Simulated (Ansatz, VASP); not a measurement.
## SnO: VASP beside Ansatz

File INCAR:

```
PREC = Accurate ; ENCUT = 520
EDIFF = 1E-6 ; ISMEAR = 0
SIGMA = 0.03 ; LREAL = F
LASPH = T ; NELM = 80
ALGO = Normal ; ISIF = 2
LWAVE = F ; LCHARG = F
NBANDS = 28
```

File KPOINTS:

```
Automatic mesh
0
Gamma
  10 10 8
```

POSCAR

```
SnO
1.0
    3.8020000000      0.0237625000      0.0000000000
    0.0237625000      3.8020000000      0.0000000000
    0.0000000000      0.0000000000      4.8360000000
Sn O
2 2
Direct
    0.0000000000      0.5000000000      0.2385000000
    0.5000000000      0.0000000000      0.7615000000
    0.0000000000      0.0000000000      0.0000000000
    0.5000000000      0.5000000000      0.0000000000
```

Input for Ansatz:

```yaml
crystal:
  lattice:
    - [3.802, 0.0237625, 0.0]
    - [0.0237625, 3.802, 0.0]
    - [0.0, 0.0, 4.836]
  atoms:
    - { symbol: Sn, position: [0.0, 0.5, 0.2385] }
    - { symbol: Sn, position: [0.5, 0.0, 0.7615] }
    - { symbol: O, position: [0.0, 0.0, 0.0] }
    - { symbol: O, position: [0.5, 0.5, 0.0] }
basis:
  ecutwfc: 420
kpoints:
  mp_grid: { grid: [10, 10, 8] }
hamiltonian:
  xc: lda
scf:
  occupations: { method: gaussian, width: 0.03 }
output:
  forces: true
  stress: true
  eigenvalues: true
```

Change from the starting cell: strain +0.0125 x Voigt [0, 0, 0, 0, 0, 1], atoms carried along.

Alike in both runs: task single point; functional LDA; k mesh 10 × 10 × 8; occupations gaussian, width 0.03 eV; no spin polarisation.

|  | VASP | Ansatz |
| --- | --- | --- |
| version | VASP 6.6.1 | Ansatz 0.2.0 |
| potentials or method | VASP PAW LDA potentials, release 64 (Sn_d, O), cutoff 520 eV | scalar-relativistic, plane waves, PAW |
| valence electrons in the cell | 40 | 40 |

```csv
,VASP,Ansatz,Ansatz less VASP
gap on the k mesh at the Fermi level (eV),0.06,0.08,+0.017
least direct gap on the mesh (eV),1.91,1.94,+0.033
pressure (GPa),-2.5,-2.8,-0.30
"traceless stress, the component that is largest in VASP (GPa)",-1.05,-1.05,-0.004
rms of the force components (eV/Å),0.062,0.106,+0.0439
```

LDA's correlation is that of Perdew and Zunger in VASP and of Perdew and Wang (1992) in Ansatz. Atom by atom the forces differ by 0.044 eV/Å (rms over components).
